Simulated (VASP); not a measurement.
# Co (P6_3/mmc) in VASP: further runs

The runs below take Co through single point, relaxation of cell and atoms, with LDA, revPBE, r2SCAN, PBE+D3(BJ).

Everything below comes from runs of VASP 6.6.1. Logs are shortened: lines on timing, memory, paths and dates and some standing lists are left out, and cuts for length are marked.

## Step 1: The cell of the first run

It takes space group P6_3/mmc (No. 194, hexagonal). Conventional cell: a = 2.439 Å, b = 2.439 Å, c = 3.967 Å, α = 90.00°, β = 90.00°, γ = 120.00°. Co (site symmetry -6m2) has 12 Co at 2.43 to 2.44 Å within 3.2 Å.

## Step 2: Single point, LDA, collinear spin, ferromagnetic start

Contents of INCAR:

```
PREC = Accurate
ENCUT = 520
EDIFF = 1E-6
ISMEAR = -1
SIGMA = 0.05
LREAL = F
LASPH = T
NELM = 150
ALGO = Normal
ISIF = 2
LWAVE = F
LCHARG = F
ISPIN = 2
MAGMOM = 2 2
LORBIT = 11
LMAXMIX = 4
NBANDS = 20
```

Contents of KPOINTS:

```
regular mesh
0
Gamma
  12 12 7
```

Contents of POSCAR:

```
Co
1.0
    2.4385904036      0.0000000000      0.0000000000
   -1.2192952018      2.1118812389      0.0000000000
    0.0000000000      0.0000000000      3.9667976331
Co
2
Direct
    0.6666666667      0.3333333333      0.7500000000
    0.3333333333      0.6666666667      0.2500000000
```

Potentials or basis: VASP PAW LDA potentials, release 64 (Co).

Launch:

```bash
$ cat potpaw_LDA.64/Co/POTCAR > POTCAR
$ mpirun -np 1 vasp_std > vasp.out
```

OUTCAR:

```text
PREC = Accurate
   ENCUT = 520
   EDIFF = 1E-6
   ISMEAR = -1
   LREAL = F
   LASPH = T
   NELM = 150
   ISIF = 2
   ISPIN = 2
   LORBIT = 11

 ion  position               nearest neighbor table
   1  0.667  0.333  0.750-   2 2.43   2 2.43   2 2.43   2 2.43   2 2.43   2 2.43
   2  0.333  0.667  0.250-   1 2.43   1 2.43   1 2.43   1 2.43   1 2.43   1 2.43

  LATTYP: Found a hexagonal cell.
 ALAT       =     2.4385904036
 C/A-ratio  =     1.6266764715

  Lattice vectors:

 A1 = (   2.4385904036,   0.0000000000,   0.0000000000)
 A2 = (  -1.2192952018,   2.1118812389,   0.0000000000)
 A3 = (   0.0000000000,   0.0000000000,   3.9667976331)

Analysis of symmetry for initial positions (statically):
=====================================================================
 Subroutine PRICEL returns:
 Original cell was already a primitive cell.

 Routine SETGRP: Setting up the symmetry group for a
 hexagonal supercell.

 Subroutine GETGRP returns: Found 24 space group operations
 (whereof 12 operations were pure point group operations)
 out of a pool of 24 trial point group operations.

The static configuration has the point symmetry D_3d.
 The point group associated with its full space group is D_6h.

Analysis of symmetry for dynamics (positions and initial velocities):
=====================================================================
 Subroutine PRICEL returns:
 Original cell was already a primitive cell.

 Routine SETGRP: Setting up the symmetry group for a
 hexagonal supercell.

 Subroutine GETGRP returns: Found 24 space group operations
 (whereof 12 operations were pure point group operations)
 out of a pool of 24 trial point group operations.

The dynamic configuration has the point symmetry D_3d.
 The point group associated with its full space group is D_6h.

Analysis of structural, dynamic, and magnetic symmetry:
=====================================================================
 Subroutine PRICEL returns:
 Original cell was already a primitive cell.

 Routine SETGRP: Setting up the symmetry group for a
 hexagonal supercell.

 Subroutine GETGRP returns: Found 24 space group operations
 (whereof 12 operations were pure point group operations)
 out of a pool of 24 trial point group operations.

The overall configuration has the point symmetry D_3d.
 The point group associated with its full space group is D_6h.

 Subroutine INISYM returns: Found 24 space group operations
 (whereof 12 operations are pure point group operations),
 and found     1 'primitive' translations

----------------------------------------------------------------------------------------

                                     Primitive cell

  volume of cell :      20.4291

  direct lattice vectors                    reciprocal lattice vectors
     2.438590404  0.000000000  0.000000000     0.410072966  0.236755737  0.000000000
    -1.219295202  2.111881239  0.000000000     0.000000000  0.473511475  0.000000000
     0.000000000  0.000000000  3.966797633     0.000000000  0.000000000  0.252092517

  length of vectors
     2.438590404  2.438590404  3.966797633     0.473511475  0.473511475  0.252092517

  position of ions in fractional coordinates (direct lattice)
     0.666666667  0.333333333  0.750000000
     0.333333333  0.666666667  0.250000000

  ion indices of the primitive-cell ions
   primitive index   ion index
                 1           1
                 2           2

----------------------------------------------------------------------------------------

 KPOINTS: regular mesh

Automatic generation of k-mesh.
 Grid dimensions read from file:
 generate k-points for:   12   12    7

 Generating k-lattice:

  Cartesian coordinates                     Fractional coordinates (reciprocal lattice)
     0.034172747  0.019729645  0.000000000     0.083333333 -0.000000000  0.000000000
     0.000000000  0.039459290  0.000000000     0.000000000  0.083333333  0.000000000
     0.000000000  0.000000000  0.036013217     0.000000000  0.000000000  0.142857143

  Length of vectors
     0.039459290  0.039459290  0.036013217

  Shift w.r.t. Gamma in fractional coordinates (k-lattice)
     0.000000000  0.000000000  0.000000000

 Subroutine IBZKPT returns following result:
 ===========================================

 Found     76 irreducible k-points:

 Following reciprocal coordinates:
            Coordinates               Weight
  0.000000  0.000000  0.000000      1.000000
  0.083333  0.000000  0.000000      6.000000
  0.166667  0.000000  0.000000      6.000000
  0.250000  0.000000  0.000000      6.000000
  0.333333  0.000000  0.000000      6.000000
  0.416667  0.000000  0.000000      6.000000
[... 16 lines left out ...]
  0.250000  0.000000  0.142857     12.000000
  0.333333  0.000000  0.142857     12.000000
 [... further k-points ...]
   k-points           NKPTS =     76   k-points in BZ     NKDIM =     76   number of bands    NBANDS=     20
   number of dos      NEDOS =    301   number of ions     NIONS =      2
   total plane-waves  NPLWV =   9720
   dimension x,y,z NGX =    18 NGY =   18 NGZ =   30
   dimension x,y,z NGXF=    36 NGYF=   36 NGZF=   60
   ions per type =               2
   NGX,Y,Z   is equivalent  to a cutoff of  12.27, 12.27, 12.57 a.u.
   NGXF,Y,Z  is equivalent  to a cutoff of  24.54, 24.54, 25.15 a.u.
 SYSTEM =  unknown system
   PREC   = accura    normal or accurate (medium, high low for compatibility)
   ISTART =      0    job   : 0-new  1-cont  2-samecut
   ICHARG =      2    charge: 1-file 2-atom 10-const
   ISPIN  =      2    spin polarized calculation?
   LNONCOLLINEAR =      F non collinear calculations
   LSORBIT =      F    spin-orbit coupling
   LASPH  =      T    aspherical Exc in radial PAW
   ENCUT  =  520.0 eV  38.22 Ry    6.18 a.u.   4.53  4.53  7.38*2*pi/ulx,y,z
   NELM   =    150;   NELMIN=  2; NELMDL= -5     # of ELM steps
   EDIFF  = 0.1E-05   stopping-criterion for ELM
   LREAL  =      F    real-space projection
   EDIFFG = 0.1E-04   stopping-criterion for IOM
   NSW    =      0    number of steps for IOM
   IBRION =     -1    ionic relax: 0-MD 1-quasi-New 2-CG
   NFREE  =      0    steps in history (QN), initial steepest desc. (CG)
   ISIF   =      2    stress and relaxation
   ISYM   =      2    0-nonsym 1-usesym 2-fastsym
   POTIM  = 0.5000    time-step for ionic-motion
   TEBEG  =    0.0;   TEEND  =   0.0 temperature during run
   PSTRESS=    0.0 pullay stress
   NELECT =      18.0000    total number of electrons
   NUPDOWN=      -1.0000    fix difference up-down
   EMIN   =  10.00;   EMAX   =-10.00  energy-range for DOS
   EFERMI =   0.00;   METHOD = LEGACY
   ISMEAR =    -1;   SIGMA  =   0.05  broadening in eV -4-tet -1-fermi 0-gaus
   EFERMI_NEDOS =   21; number of points for ismear=-14 and -15
   IALGO  =     38    algorithm
   IMIX   =      4    mixing-type and parameters
     AMIX     =   0.40;   BMIX     =  1.00
     AMIX_MAG =   1.60;   BMIX_MAG =  1.00
  volume/ion in A,a.u.               =      10.21        68.93
  Fermi-wavevector in a.u.,A,eV,Ry     =   1.569457  2.965844 33.513824  2.463197
  Thomas-Fermi vector in A             =   2.671337
   LORBIT       =     11    0 simple, 1 ext, 2 COOP (PROOUT), +10 PAW based schemes
   GGA     = CA    functional components
   LHFCALC =     F    Hartree Fock is set to
   AEXX    =    0.0000 exact exchange contribution
   IVDW    =     0    specifies the selected vdW correction
   LEPSILON=     F    determine dielectric tensor
   LRPA    =     F    only Hartree local field effects (RPA)
 spin polarized calculation
  energy-cutoff  :      520.00
  volume of cell :       20.43
 maximum number of plane-waves:       569
   NGX =  9   NGY =  9   NGZ = 15

 number of electron      17.9999973 magnetization       2.9770723

 Free energy of the ion-electron system (eV)
  ---------------------------------------------------
  ext. energy  EPLUGINS =         0.00000000
  ---------------------------------------------------
  free energy    TOTEN  =       -16.24757791 eV

  energy without entropy =      -16.23369114  energy(sigma->0) =      -16.24063452

 E-fermi :  10.7752     XC(G=0): -14.0957

 val. band max:       10.7728159028   @ k =   0.3333   0.0000   0.4286
 cond. band min:      10.7952928716   @ k =   0.0000   0.0000   0.0000
 fundamental gap:      0.0224769688
 Fermi energy:        10.7752297227

 spin component 1

 k-point     1 :       0.0000    0.0000    0.0000
  band No.  band energies     occupation
      1       1.5334      1.00000
      2       5.4449      1.00000
      3       8.2136      1.00000
      4       8.2788      1.00000
      5       8.2788      1.00000
      6       8.6231      1.00000
[... 12 lines left out ...]
     19      37.8558      0.00000
     20      37.8558      0.00000
[... 507 lines left out ...]
 k-point    24 :       0.3333    0.0000    0.1429
  band No.  band energies     occupation
      1       4.9067      1.00000
      2       6.2645      1.00000
      3       6.6699      1.00000
      4       7.5077      1.00000
      5       8.3067      1.00000
      6       8.3998      1.00000
[... 12 lines left out ...]
     19      34.9379      0.00000
     20      36.5866      0.00000

 [... further k-points ...]

 spin component 2

 k-point     1 :       0.0000    0.0000    0.0000
  band No.  band energies     occupation
      1       1.7149      1.00000
      2       6.3040      1.00000
      3       9.5831      1.00000
      4       9.6392      1.00000
      5       9.6392      1.00000
      6      10.0266      1.00000
[... 12 lines left out ...]
     19      38.2763      0.00000
     20      38.2763      0.00000
[... 507 lines left out ...]
 k-point    24 :       0.3333    0.0000    0.1429
  band No.  band energies     occupation
      1       5.2873      1.00000
      2       7.2967      1.00000
      3       7.6759      1.00000
      4       8.6114      1.00000
      5       9.5565      1.00000
      6       9.7932      1.00000
[... 12 lines left out ...]
     19      35.4053      0.00000
     20      37.0050      0.00000

 [... further k-points ...]
[... 5 lines left out ...]
  --------------------------------------------------------------------------------------
  -------------------------------------------------------------------------------------
  Total       -0.7223341     -0.7223341     -1.0854133      0.0000000      0.0000000      0.0000000
  in kB      -56.6500526    -56.6500526    -85.1250352      0.0000000      0.0000000      0.0000000
  external PRESSURE =     -66.1417134 kB  Pullay stress =       0.0000000 kB

 VOLUME and BASIS-vectors are now :
 -----------------------------------------------------------------------------
  energy-cutoff  :      520.00
  volume of cell :       20.43
      direct lattice vectors                 reciprocal lattice vectors
     2.438590404  0.000000000  0.000000000     0.410072966  0.236755737  0.000000000
    -1.219295202  2.111881239  0.000000000     0.000000000  0.473511475  0.000000000
     0.000000000  0.000000000  3.966797633     0.000000000  0.000000000  0.252092517

 POSITION                                       TOTAL-FORCE (eV/Angst)
 -----------------------------------------------------------------------------------
      1.21930      0.70396      2.97510         0.000000      0.000000      0.000000
     -0.00000      1.40792      0.99170        -0.000000     -0.000000      0.000000
 -----------------------------------------------------------------------------------
    total drift:                               -0.000000      0.000000     -0.000000

  FREE ENERGIE OF THE ION-ELECTRON SYSTEM (eV)
  ---------------------------------------------------
  free  energy   TOTEN  =       -16.2475779067 eV

  energy  without entropy=      -16.2336911360  energy(sigma->0) =      -16.24063452

 total charge

# of ion       s       p       d       tot
------------------------------------------
    1        0.513   0.570   7.323   8.405
    2        0.513   0.570   7.323   8.405
--------------------------------------------------
tot          1.027   1.139  14.645  16.811

 magnetization (x)

# of ion       s       p       d       tot
------------------------------------------
    1       -0.013  -0.038   1.536   1.485
    2       -0.013  -0.038   1.536   1.485
--------------------------------------------------
tot         -0.027  -0.076   3.072   2.969
```

Wall time 22 s (1 thread of Intel Xeon 6975P-C (Granite Rapids), shared host); peak memory 0.15 GiB.

What came out:

- Free energy: -16.2476 eV
- Pressure: -6.6 GPa
- Net moment: 2.98 μB per cell
- Site moments: Co +1.49 μB
- Valence electrons inside the program's atomic spheres: Co 8.40

## Step 3: Single point, revPBE, collinear spin, ferromagnetic start

This run uses another cell than the first one, of 10.64 Å³/atom, 1.042 times its volume.

Contents of INCAR:

```
  ALGO = Fast
  EDIFF = 1E-6
  ENCUT = 520
  GGA = RE
  ISIF = 2
  ISMEAR = -1
  ISPIN = 2
  LASPH = True
  LCHARG = False
  LMAXMIX = 4
  LORBIT = 11
  LREAL = False
  LWAVE = False
  MAGMOM = 2 2
  NBANDS = 20
  NELM = 150
  PREC = Accurate
  SIGMA = 0.05
```

Contents of KPOINTS:

```
k-points
0
Gamma
  12 12 7
```

Contents of POSCAR:

```
Co
1.0
    2.4719999032      0.0000000000      0.0000000000
   -1.2359999516      2.1408147143      0.0000000000
    0.0000000000      0.0000000000      4.0211440800
Co
2
Direct
    0.6666666667      0.3333333333      0.7500000000
    0.3333333333      0.6666666667      0.2500000000
```

Potentials or basis: VASP PAW PBE potentials, release 64 (Co).

Launch:

```bash
$ cat potpaw_PBE.64/Co/POTCAR > POTCAR
$ mpirun -np 1 vasp_std > vasp.out
```

Wall time 28 s (1 thread of Intel Xeon 6975P-C (Granite Rapids), shared host); peak memory 0.16 GiB.

The run converged. Its results:

| Quantity | Value |
| --- | --- |
| Free energy | -13.2305 eV |
| Pressure | 8.4 GPa |
| Net moment | 3.22 μB per cell |
| Site moments | Co +1.63 μB |
| Valence electrons inside the program's atomic spheres | Co 8.31 |

Stress tensor (GPa, compression positive):
```
9.30 0.00 0.00
0.00 9.30 0.00
0.00 0.00 6.49
```

Levels at points of the mesh, in eV from the Fermi level:
Spin up:
| k point | band 8 | band 9 | band 10 | band 11 | band 12 | band 13 | band 14 | band 15 |
| --- | --- | --- | --- | --- | --- | --- | --- | --- |
| (0.00, 0.00, 0.00) | -1.94 | -1.94 | -0.84 | -0.84 | -0.14 | 6.45 | 22.21 | 25.08 |
| (0.50, 0.00, 0.00) | -0.68 | -0.62 | -0.54 | 1.36 | 3.44 | 9.82 | 10.51 | 12.86 |
Spin down:
```tsv
k point	band 5	band 6	band 7	band 8	band 9	band 10
(0.00, 0.00, 0.00)	-0.97	-0.60	-0.60	-0.24	-0.14	-0.14
(0.50, 0.00, 0.00)	-1.11	-1.07	-0.65	1.23	1.34	1.40
```

Caveat: the PAW data sets were made with another functional, which shifts forces and pressure a little.

## Step 4: Relaxation of cell and atoms, r2SCAN, collinear spin, ferromagnetic start, target pressure 2 GPa, at which the enthalpy is minimised

This run uses another cell than the first one, of 10.64 Å³/atom, 1.042 times its volume.

POSCAR is that of step 3.

Contents of INCAR.step1:

```
PREC     = Accurate       # precision mode
ENCUT    = 600            # plane-wave cutoff, eV
ISMEAR   = -1             # smearing method
SIGMA    = 0.05           # smearing width, eV
LREAL    = False          # projectors in reciprocal space
LASPH    = True           # aspherical terms in the spheres
NELM     = 150            # most SCF steps
ISPIN    = 2              # spin polarisation
MAGMOM   = 2 2            # initial moments
LMAXMIX  = 4              # l up to which the mixer works
GGA      = PE             # functional
ALGO     = Normal         # electronic algorithm
EDIFF    = 1E-4           # SCF threshold, eV
LWAVE    = True           # write WAVECAR
LCHARG   = False          # write CHGCAR
```

Contents of INCAR.step2:

```
PREC     = Accurate       # precision mode
ENCUT    = 600            # plane-wave cutoff, eV
EDIFF    = 1E-7           # SCF threshold, eV
ISMEAR   = -1             # smearing method
SIGMA    = 0.05           # smearing width, eV
LREAL    = False          # projectors in reciprocal space
LASPH    = True           # aspherical terms in the spheres
NELM     = 150            # most SCF steps
ALGO     = Normal         # electronic algorithm
ISIF     = 3              # what is computed and relaxed
LWAVE    = False          # write WAVECAR
LCHARG   = False          # write CHGCAR
ISPIN    = 2              # spin polarisation
MAGMOM   = 2 2            # initial moments
LORBIT   = 11             # projections on sites
LMAXMIX  = 4              # l up to which the mixer works
METAGGA  = R2SCAN         # meta-GGA
LMIXTAU  = True         
IBRION   = 2              # ionic algorithm
NSW      = 60             # ionic steps
EDIFFG   = -0.01          # ionic threshold
PSTRESS  = 20.0         
ISTART   = 1
```

Contents of KPOINTS:

```
regular mesh
0
Gamma
  12 12 7
```

Launch:

```bash
$ cat potpaw_PBE.64/Co/POTCAR > POTCAR
$ cp INCAR.step1 INCAR
$ mpirun -np 1 vasp_std > vasp.out
$ cp INCAR.step2 INCAR
$ mpirun -np 1 vasp_std > vasp.out
```

Wall time 4.4 min (1 thread of Intel Xeon 6975P-C (Granite Rapids), shared host); peak memory 0.18 GiB.

The run converged. Its results:

```
Free energy                                            : -26.4229 eV
Relaxed volume                                         : 10.55 Å³/atom
Relaxed cell                                           : a = 2.464 Å, b = 2.464 Å, c = 4.012 Å, α = 90.00°, β = 90.00°, γ = 120.00°
Space group after relaxing (to 0.05 Å)                 : P6_3/mmc (No. 194)
Energy change on relaxing (the enthalpy is what falls) : +0.6 meV/atom
Ionic steps                                            : 3
Pressure after relaxing                                : 2.0 GPa
Net moment                                             : 3.52 μB per cell
Site moments                                           : Co +1.82 μB
Valence electrons inside the program's atomic spheres  : Co 8.35
```

Stress tensor (GPa, compression positive):
```
1.95 0.00 0.00
0.00 1.95 0.00
0.00 0.00 2.09
```

Step by step:
| step | energy change (eV) | largest force (eV/Å) | pressure (GPa) | volume (Å³) |
| --- | --- | --- | --- | --- |
| 1 | 0.0000 | 0.0000 | -0.02 | 21.28 |
| 2 | 0.0057 | 0.0000 | 4.53 | 20.87 |
| 3 | 0.0011 | 0.0000 | 2.00 | 21.09 |

Final structure:
```
Co
1.0
     2.46393    0.00000    0.00000
    -1.23196    2.13382    0.00000
     0.00000    0.00000    4.01212
Co
2
Direct
  0.66667 0.33333 0.75000
  0.33333 0.66667 0.25000
```

Levels at points of the mesh, in eV from the Fermi level:
Spin up:
```
           k point  band 7  band 8  band 9  band 10  band 11  band 12  band 13  band 14  band 15
(0.00, 0.00, 0.00)   -3.08   -2.73   -2.73    -1.62    -1.62    -0.32     6.33    23.03    25.93
(0.50, 0.00, 0.00)   -2.96   -1.43   -1.41    -1.28     0.97     3.21     9.96    10.76    12.96
```
Spin down:
```tsv
k point	band 5	band 6	band 7	band 8	band 9	band 10
(0.00, 0.00, 0.00)	-0.91	-0.84	-0.52	-0.52	0.03	0.03
(0.50, 0.00, 0.00)	-1.10	-1.02	-0.65	1.45	1.60	1.62
```

Caveat: the cell is relaxed towards a set pressure, so the enthalpy falls and the energy may rise; the PAW data sets were made with another functional, which shifts forces and pressure a little.

(Part 1 of 2 ends here.)
